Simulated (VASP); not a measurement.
# Ca (Im-3m) in VASP: further runs

Runs on Ca. Level: PBE+D3(BJ). Tasks: single point, relaxation of cell and atoms.

All numbers are computed with VASP 6.6.1; they aren't measurements. Logs are shortened: lines on timing, memory, paths and dates and some standing lists are left out, and cuts for length are marked.

### Step 1. The cell of the first run

It takes space group Im-3m (No. 229, cubic). Conventional cell: a = 4.305 Å, b = 4.305 Å, c = 4.305 Å, α = 90.00°, β = 90.00°, γ = 90.00°. Within 4.9 Å of Ca (site symmetry m-3m) lie 14 Ca at 3.73 to 4.31 Å.

### Step 2. Single point, PBE+D3(BJ)

Contents of INCAR:

```
SYSTEM = Ca
PREC = Accurate
ENCUT = 520
EDIFF = 1E-7
ISMEAR = 0
SIGMA = 0.1
LREAL = .False.
LASPH = .True.
NELM = 100
ALGO = Normal
ISIF = 2
LWAVE = .False.
LCHARG = .False.
GGA = PE
IVDW = 12
NBANDS = 11
```

Contents of KPOINTS:

```
regular mesh
0
Gamma
  14 14 14
  0 0 0
```

Contents of POSCAR:

```
Ca
1.0
   -2.1525902185      2.1525902185      2.1525902185
    2.1525902185     -2.1525902185      2.1525902185
    2.1525902185      2.1525902185     -2.1525902185
Ca
1
Direct
    0.0000000000      0.0000000000      0.0000000000
```

Potentials or basis: VASP PAW PBE potentials, release 64 (Ca_sv).

Command:

```bash
$ cat potpaw_PBE.64/Ca_sv/POTCAR > POTCAR
$ mpirun -np 1 vasp_std > vasp.out
```

OUTCAR:

```text
SYSTEM = Ca
   PREC = Accurate
   ENCUT = 520
   EDIFF = 1E-7
   ISMEAR = 0
   LREAL = .False.
   LASPH = .True.
   NELM = 100
   ISIF = 2
   GGA = PE
   IVDW = 12
 IVDW          = 12

 ion  position               nearest neighbor table
   1  0.000  0.000  0.000-

  LATTYP: Found a body centered cubic cell.
 ALAT       =     4.3051804370

  Lattice vectors:

 A1 = (  -2.1525902185,   2.1525902185,   2.1525902185)
 A2 = (   2.1525902185,  -2.1525902185,   2.1525902185)
 A3 = (   2.1525902185,   2.1525902185,  -2.1525902185)

Analysis of symmetry for initial positions (statically):
=====================================================================
 Subroutine PRICEL returns:
 Original cell was already a primitive cell.

 Routine SETGRP: Setting up the symmetry group for a
 body centered cubic supercell.

 Subroutine GETGRP returns: Found 48 space group operations
 (whereof 48 operations were pure point group operations)
 out of a pool of 48 trial point group operations.

The static configuration has the point symmetry O_h .

Analysis of symmetry for dynamics (positions and initial velocities):
=====================================================================
 Subroutine PRICEL returns:
 Original cell was already a primitive cell.

 Routine SETGRP: Setting up the symmetry group for a
 body centered cubic supercell.

 Subroutine GETGRP returns: Found 48 space group operations
 (whereof 48 operations were pure point group operations)
 out of a pool of 48 trial point group operations.

The dynamic configuration has the point symmetry O_h .

 Subroutine INISYM returns: Found 48 space group operations
 (whereof 48 operations are pure point group operations),
 and found     1 'primitive' translations

----------------------------------------------------------------------------------------

                                     Primitive cell

  volume of cell :      39.8974

  direct lattice vectors                    reciprocal lattice vectors
    -2.152590218  2.152590218  2.152590218     0.000000000  0.232278302  0.232278302
     2.152590218 -2.152590218  2.152590218     0.232278302  0.000000000  0.232278302
     2.152590218  2.152590218 -2.152590218     0.232278302  0.232278302  0.000000000

  length of vectors
     3.728395626  3.728395626  3.728395626     0.328491124  0.328491124  0.328491124

  position of ions in fractional coordinates (direct lattice)
     0.000000000  0.000000000  0.000000000

  ion indices of the primitive-cell ions
   primitive index   ion index
                 1           1

----------------------------------------------------------------------------------------

 KPOINTS: regular mesh

Automatic generation of k-mesh.
 Grid dimensions read from file:
 generate k-points for:   14   14   14

 Generating k-lattice:

  Cartesian coordinates                     Fractional coordinates (reciprocal lattice)
     0.000000000  0.016591307  0.016591307     0.071428571  0.000000000  0.000000000
     0.016591307  0.000000000  0.016591307     0.000000000  0.071428571  0.000000000
     0.016591307  0.016591307  0.000000000     0.000000000  0.000000000  0.071428571

  Length of vectors
     0.023463652  0.023463652  0.023463652

  Shift w.r.t. Gamma in fractional coordinates (k-lattice)
     0.000000000  0.000000000  0.000000000

 Subroutine IBZKPT returns following result:
 ===========================================

 Found    104 irreducible k-points:

 Following reciprocal coordinates:
            Coordinates               Weight
  0.000000  0.000000  0.000000      1.000000
  0.071429  0.000000  0.000000     12.000000
  0.142857  0.000000  0.000000     12.000000
  0.214286  0.000000  0.000000     12.000000
  0.285714  0.000000  0.000000     12.000000
  0.357143  0.000000  0.000000     12.000000
[... 16 lines left out ...]
  0.285714  0.285714  0.000000     24.000000
  0.357143  0.285714  0.000000     24.000000
 [... further k-points ...]
   k-points           NKPTS =    104   k-points in BZ     NKDIM =    104   number of bands    NBANDS=     11
   number of dos      NEDOS =    301   number of ions     NIONS =      1
   total plane-waves  NPLWV =  21952
   dimension x,y,z NGX =    28 NGY =   28 NGZ =   28
   dimension x,y,z NGXF=    56 NGYF=   56 NGZF=   56
   ions per type =               1
   NGX,Y,Z   is equivalent  to a cutoff of  12.48, 12.48, 12.48 a.u.
   NGXF,Y,Z  is equivalent  to a cutoff of  24.97, 24.97, 24.97 a.u.
 SYSTEM =  Ca
   PREC   = accura    normal or accurate (medium, high low for compatibility)
   ISTART =      0    job   : 0-new  1-cont  2-samecut
   ICHARG =      2    charge: 1-file 2-atom 10-const
   ISPIN  =      1    spin polarized calculation?
   LNONCOLLINEAR =      F non collinear calculations
   LSORBIT =      F    spin-orbit coupling
   LASPH  =      T    aspherical Exc in radial PAW
   ENCUT  =  520.0 eV  38.22 Ry    6.18 a.u.   6.93  6.93  6.93*2*pi/ulx,y,z
   NELM   =    100;   NELMIN=  2; NELMDL= -5     # of ELM steps
   EDIFF  = 0.1E-06   stopping-criterion for ELM
   LREAL  =      F    real-space projection
   EDIFFG = 0.1E-05   stopping-criterion for IOM
   NSW    =      0    number of steps for IOM
   IBRION =     -1    ionic relax: 0-MD 1-quasi-New 2-CG
   NFREE  =      0    steps in history (QN), initial steepest desc. (CG)
   ISIF   =      2    stress and relaxation
   ISYM   =      2    0-nonsym 1-usesym 2-fastsym
   POTIM  = 0.5000    time-step for ionic-motion
   TEBEG  =    0.0;   TEEND  =   0.0 temperature during run
   PSTRESS=    0.0 pullay stress
   NELECT =      10.0000    total number of electrons
   NUPDOWN=      -1.0000    fix difference up-down
   EMIN   =  10.00;   EMAX   =-10.00  energy-range for DOS
   EFERMI =   0.00;   METHOD = LEGACY
   ISMEAR =     0;   SIGMA  =   0.10  broadening in eV -4-tet -1-fermi 0-gaus
   EFERMI_NEDOS =   21; number of points for ismear=-14 and -15
   IALGO  =     38    algorithm
   IMIX   =      4    mixing-type and parameters
     AMIX     =   0.40;   BMIX     =  1.00
     AMIX_MAG =   1.60;   BMIX_MAG =  1.00
  volume/ion in A,a.u.               =      39.90       269.24
  Fermi-wavevector in a.u.,A,eV,Ry     =   1.032191  1.950558 14.495900  1.065419
  Thomas-Fermi vector in A             =   2.166377
   LORBIT       =      0    0 simple, 1 ext, 2 COOP (PROOUT), +10 PAW based schemes
   GGA     = PE    functional components
   LHFCALC =     F    Hartree Fock is set to
   AEXX    =    0.0000 exact exchange contribution
   IVDW    =    12    specifies the selected vdW correction
   LEPSILON=     F    determine dielectric tensor
   LRPA    =     F    only Hartree local field effects (RPA)
 non-spin polarized calculation
 Gauss-broadening in eV      SIGMA  =   0.10
  energy-cutoff  :      520.00
  volume of cell :       39.90
 maximum number of plane-waves:      1096
   NGX = 13   NGY = 13   NGZ = 13

 number of electron      10.0000000 magnetization

 Free energy of the ion-electron system (eV)
  ---------------------------------------------------
  ext. energy  EPLUGINS =         0.00000000
  ---------------------------------------------------
  free energy    TOTEN  =        -1.90967984 eV

  energy without entropy =       -1.90161915  energy(sigma->0) =       -1.90564950

 E-fermi :   2.2511     XC(G=0):  -7.9085

 val. band max:        2.2375151394   @ k =   0.5000   0.5000   0.1429
 cond. band min:       2.2575696187   @ k =   0.5000   0.5000   0.0714
 fundamental gap:      0.0200544793
 Fermi energy:         2.2511369438

 k-point     1 :       0.0000    0.0000    0.0000
  band No.  band energies     occupation
      1     -39.6814      2.00000
      2     -20.5892      2.00000
      3     -20.5892      2.00000
      4     -20.5892      2.00000
      5      -1.9324      2.00000
      6       4.6182      0.00000
      7       4.6182      0.00000
      8       4.6182      0.00000
      9       5.7337      0.00000
     10       5.7337      0.00000
     11      12.7249      0.00000

 k-point     2 :       0.0714    0.0000    0.0000
  band No.  band energies     occupation
      1     -39.6804      2.00000
      2     -20.5979      2.00000
      3     -20.5921      2.00000
      4     -20.5892      2.00000
      5      -1.8354      2.00000
      6       4.5559      0.00000
      7       4.5810      0.00000
      8       4.6929      0.00000
      9       5.6577      0.00000
     10       5.7351      0.00000
     11      12.6435      0.00000

 k-point     3 :       0.1429    0.0000    0.0000
  band No.  band energies     occupation
      1     -39.6778      2.00000
      2     -20.6223      2.00000
      3     -20.6001      2.00000
      4     -20.5892      2.00000
      5      -1.5497      2.00000
      6       4.3898      0.00000
      7       4.4142      0.00000
      8       4.9126      0.00000
      9       5.5336      0.00000
     10       5.7452      0.00000
     11      12.1530      0.00000

 k-point     4 :       0.2143    0.0000    0.0000
  band No.  band energies     occupation
      1     -39.6739      2.00000
      2     -20.6572      2.00000
      3     -20.6116      2.00000
      4     -20.5892      2.00000
      5      -1.0921      2.00000
      6       4.0590      0.00000
      7       4.1686      0.00000
      8       5.2636      0.00000
      9       5.5132      0.00000
     10       5.7766      0.00000
     11      11.1042      0.00000
[... 239 lines left out ...]
 k-point    22 :       0.3571    0.2143    0.0000
  band No.  band energies     occupation
      1     -39.6606      2.00000
      2     -20.7366      2.00000
      3     -20.6712      2.00000
      4     -20.6070      2.00000
      5       1.7164      2.00000
      6       2.4337      0.00983
      7       3.2621      0.00000
      8       5.6302      0.00000
      9       6.0050      0.00000
     10       7.2139      0.00000
     11       7.5249      0.00000

 k-point    23 :       0.2857    0.2857    0.0000
  band No.  band energies     occupation
      1     -39.6604      2.00000
      2     -20.7271      2.00000
      3     -20.6810      2.00000
      4     -20.6094      2.00000
      5       1.7258      2.00000
      6       2.6447      0.00000
      7       3.0751      0.00000
      8       5.7154      0.00000
      9       5.9325      0.00000
     10       7.3193      0.00000
     11       7.4441      0.00000

 k-point    24 :       0.3571    0.2857    0.0000
  band No.  band energies     occupation
      1     -39.6598      2.00000
      2     -20.7203      2.00000
      3     -20.6939      2.00000
      4     -20.6103      2.00000
      5       2.2646      0.84908
      6       2.3582      0.13003
      7       2.8829      0.00000
      8       5.7769      0.00000
      9       5.9419      0.00000
     10       7.1525      0.00000
     11       7.6471      0.00000

 [... further k-points ...]

------------------------ aborting loop because EDIFF is reached ----------------------------------------

 Edisp (eV)   -0.24318

 E8    (eV) :    -0.1227

  FORCE on cell =-STRESS in cart. coord.  units (eV):
  Direction    XX          YY          ZZ          XY          YZ          ZX
  --------------------------------------------------------------------------------------
  -------------------------------------------------------------------------------------
  Total       0.00811     0.00811     0.00811    -0.00000    -0.00000     0.00000
  in kB       0.32580     0.32580     0.32580    -0.00000    -0.00000     0.00000
  external pressure =        0.33 kB  Pullay stress =        0.00 kB

 VOLUME and BASIS-vectors are now :
 -----------------------------------------------------------------------------
  energy-cutoff  :      520.00
  volume of cell :       39.90
      direct lattice vectors                 reciprocal lattice vectors
    -2.152590218  2.152590218  2.152590218     0.000000000  0.232278302  0.232278302
     2.152590218 -2.152590218  2.152590218     0.232278302  0.000000000  0.232278302
     2.152590218  2.152590218 -2.152590218     0.232278302  0.232278302  0.000000000

 POSITION                                       TOTAL-FORCE (eV/Angst)
 -----------------------------------------------------------------------------------
      0.00000      0.00000      0.00000         0.000000      0.000000      0.000000
 -----------------------------------------------------------------------------------
    total drift:                               -0.000000     -0.000000     -0.000000

  FREE ENERGIE OF THE ION-ELECTRON SYSTEM (eV)
  ---------------------------------------------------
  free  energy   TOTEN  =        -2.1528638047 eV

  energy  without entropy=       -2.1448031136  energy(sigma->0) =       -2.14883346
```

Run time: 17 s. Hardware: 1 thread of Intel Xeon 6975P-C (Granite Rapids), shared host; peak memory 0.19 GiB.

Results:

* Free energy: -2.1529 eV
* Pressure: 0.0 GPa
* Band gap on the k mesh: zero (band 5 reaches 2.49 eV, above the bottom of band 6 at 2.22 eV)
* Dispersion energy per atom: -0.243 eV

Levels at points of the mesh, in eV from the Fermi level:
```csv
k point,band 2,band 3,band 4,band 5,band 6,band 7,band 8,band 9
"(0.00, 0.00, 0.00)",-22.84,-22.84,-22.84,-4.18,2.37,2.37,2.37,3.48
"(0.50, 0.00, 0.00)",-23.01,-22.90,-22.84,-0.95,0.01,1.34,3.39,3.78
"(0.50, 0.50, 0.50)",-22.96,-22.96,-22.96,-0.03,-0.03,4.15,4.15,4.15
```

Caveat: pairwise dispersion overbinds metals, which lowers pressure and volume.

### Step 3. Relaxation of cell and atoms, PBE+D3(BJ)

This run uses another cell than the first one, of 42.04 Å³/atom, 1.054 times its volume.

Contents of INCAR:

```
SYSTEM = Ca
  PREC = Accurate
  ENCUT = 600
  EDIFF = 1E-6
  ISMEAR = 0
  SIGMA = 0.1
  LREAL = .FALSE.
  LASPH = .TRUE.
  NELM = 100
  ALGO = Normal
  ISIF = 3
  LWAVE = .FALSE.
  LCHARG = .FALSE.
  GGA = PE
  IVDW = 12
  IBRION = 2
  NSW = 70
  EDIFFG = -0.005
```

Contents of KPOINTS:

```
regular mesh
0
G
  14 14 14
  0 0 0
```

Contents of POSCAR:

```
Ca
1.0
   -2.1904913249      2.1904913249      2.1904913249
    2.1904913249     -2.1904913249      2.1904913249
    2.1904913249      2.1904913249     -2.1904913249
Ca
1
Direct
    0.0000000000      0.0000000000      0.0000000000
```

Potentials or basis: VASP PAW PBE potentials, release 64 (Ca_sv).

Command:

```bash
$ cat potpaw_PBE.64/Ca_sv/POTCAR > POTCAR
$ mpirun -np 1 vasp_std > vasp.out
```

OUTCAR:

```text
SYSTEM = Ca
   PREC = Accurate
   ENCUT = 600
   EDIFF = 1E-6
   ISMEAR = 0
   LREAL = .FALSE.
   LASPH = .TRUE.
   NELM = 100
   ISIF = 3
   GGA = PE
   IVDW = 12
   IBRION = 2
   NSW = 70
   EDIFFG = -0.005
 IVDW          = 12

 ion  position               nearest neighbor table
   1  0.000  0.000  0.000-

  LATTYP: Found a body centered cubic cell.
 ALAT       =     4.3809826498

  Lattice vectors:

 A1 = (  -2.1904913249,   2.1904913249,   2.1904913249)
 A2 = (   2.1904913249,  -2.1904913249,   2.1904913249)
 A3 = (   2.1904913249,   2.1904913249,  -2.1904913249)

Analysis of symmetry for initial positions (statically):
=====================================================================
 Subroutine PRICEL returns:
 Original cell was already a primitive cell.

[... 288 lines left out ...]

 Free energy of the ion-electron system (eV)
  ---------------------------------------------------
  ext. energy  EPLUGINS =         0.00000000
  ---------------------------------------------------
  free energy    TOTEN  =        -1.91049564 eV

  energy without entropy =       -1.90239042  energy(sigma->0) =       -1.90644303

 E-fermi :   2.2381     XC(G=0):  -7.8987

 val. band max:        2.2226309508   @ k =   0.5000   0.5000   0.1429
 cond. band min:       2.2416703277   @ k =   0.5000   0.5000   0.0714
 fundamental gap:      0.0190393769
 Fermi energy:         2.2380650643

 k-point     1 :       0.0000    0.0000    0.0000
  band No.  band energies     occupation
      1     -39.7024      2.00000
      2     -20.6109      2.00000
      3     -20.6109      2.00000
      4     -20.6109      2.00000
      5      -1.9399      2.00000
      6       4.6003      0.00000
      7       4.6003      0.00000
      8       4.6003      0.00000
      9       5.7122      0.00000
[... 265 lines left out ...]
 k-point    24 :       0.3571    0.2857    0.0000
  band No.  band energies     occupation
      1     -39.6811      2.00000
      2     -20.7405      2.00000
      3     -20.7144      2.00000
      4     -20.6318      2.00000
      5       2.2513      0.85165
      6       2.3440      0.13393
      7       2.8690      0.00000
      8       5.7548      0.00000
      9       5.9191      0.00000

 [... further k-points ...]

------------------------ aborting loop because EDIFF is reached ----------------------------------------

 Edisp (eV)   -0.24245

 E8    (eV) :    -0.1224
[... 24 lines left out ...]
  FREE ENERGIE OF THE ION-ELECTRON SYSTEM (eV)
  ---------------------------------------------------
  free  energy   TOTEN  =        -2.1529502809 eV

  energy  without entropy=       -2.1448450628  energy(sigma->0) =       -2.14889767

 reached required accuracy - stopping structural energy minimisation
```

Run time: 53 s. Hardware: 1 thread of Intel Xeon 6975P-C (Granite Rapids), shared host; peak memory 0.22 GiB.

What came out:

```yaml
Free_energy: -2.1530 eV
Relaxed_volume: 40.02 Å³/atom
Relaxed_cell: a = 3.732 Å, b = 3.732 Å, c = 3.732 Å, α = 109.47°, β = 109.47°, γ = 109.47°
Space_group_after_relaxing_to_0.05_Å: Im-3m (No. 229)
Energy_gained_by_relaxing: 5.1 meV/atom
Ionic_steps: 4
Pressure_after_relaxing: 0.0 GPa
Band_gap_on_the_k_mesh: zero (band 5 reaches 2.48 eV, above the bottom of band 6 at 2.20 eV)
Dispersion_energy_per_atom: -0.242 eV
```

Step by step:
```
step  energy change (eV)  largest force (eV/Å)  pressure (GPa)  volume (Å³)
   1              0.0000                0.0000           -0.78        42.04
   2             -0.0042                0.0000           -0.32        40.82
   3             -0.0050                0.0000           -0.02        40.08
   4             -0.0051                0.0000            0.00        40.02
```

Final structure:
```cif
data_structure
_symmetry_space_group_name_H-M 'P 1'
_symmetry_Int_Tables_number 1
_cell_length_a 3.7323
_cell_length_b 3.7323
_cell_length_c 3.7323
_cell_angle_alpha 109.471
_cell_angle_beta 109.471
_cell_angle_gamma 109.471
_cell_volume 40.02
loop_
_atom_site_label
_atom_site_type_symbol
_atom_site_fract_x
_atom_site_fract_y
_atom_site_fract_z
_atom_site_occupancy
Ca1 Ca 0.00000 0.00000 0.00000 1
```

Caveat: pairwise dispersion overbinds metals, which lowers pressure and volume.

### Step 4. Single point, PBE+D3(BJ)

Contents of INCAR:

```
SYSTEM = Ca
PREC = Accurate
ENCUT = 520
EDIFF = 1E-6
ISMEAR = 0
SIGMA = 0.1
LREAL = .False.
LASPH = .True.
NELM = 100
ALGO = Normal
ISIF = 2
LWAVE = .False.
LCHARG = .False.
GGA = PE
IVDW = 12
NBANDS = 11
ISYM = 0
```

Contents of KPOINTS:

```
regular mesh
0
Gamma
  14 14 14
  0 0 0
```

Contents of POSCAR:

```
Ca
1.0
   -2.1525902185      2.1525902185      2.1525902185
    2.1525902185     -2.1525902185      2.1525902185
    2.1525902185      2.1525902185     -2.1525902185
Ca
1
Direct
    0.0000000000      0.0000000000      0.0000000000
```

Command:

```bash
$ cat potpaw_PBE.64/Ca_sv/POTCAR > POTCAR
$ mpirun -np 1 vasp_std > vasp.out
```

Wall time 2.9 min (1 thread of Intel Xeon 6975P-C (Granite Rapids), shared host); peak memory 0.67 GiB.

Results (log left out):

- Free energy: -2.1529 eV
- Pressure: 0.0 GPa
- Band gap on the k mesh: zero (band 5 reaches 2.49 eV, above the bottom of band 6 at 2.22 eV)
- Dispersion energy per atom: -0.243 eV

Levels at points of the mesh, in eV from the Fermi level:
| k point | band 2 | band 3 | band 4 | band 5 | band 6 | band 7 | band 8 | band 9 |
| --- | --- | --- | --- | --- | --- | --- | --- | --- |
| (0.00, 0.00, 0.00) | -22.84 | -22.84 | -22.84 | -4.18 | 2.37 | 2.37 | 2.37 | 3.48 |
| (0.50, 0.00, 0.00) | -23.01 | -22.90 | -22.84 | -0.95 | 0.01 | 1.34 | 3.39 | 3.78 |
| (0.00, 0.50, 0.00) | -23.01 | -22.90 | -22.84 | -0.95 | 0.01 | 1.34 | 3.39 | 3.78 |
| (0.00, 0.00, 0.50) | -23.01 | -22.90 | -22.84 | -0.95 | 0.01 | 1.34 | 3.39 | 3.78 |
| (0.50, 0.00, 0.50) | -23.01 | -22.90 | -22.84 | -0.95 | 0.01 | 1.34 | 3.39 | 3.78 |
| (0.50, 0.50, 0.00) | -23.01 | -22.90 | -22.84 | -0.95 | 0.01 | 1.34 | 3.39 | 3.78 |
| (0.00, 0.50, 0.50) | -23.01 | -22.90 | -22.84 | -0.95 | 0.01 | 1.34 | 3.39 | 3.78 |
| (0.50, 0.50, 0.50) | -22.96 | -22.96 | -22.96 | -0.03 | -0.03 | 4.15 | 4.15 | 4.15 |

Caveat: pairwise dispersion overbinds metals, which lowers pressure and volume.
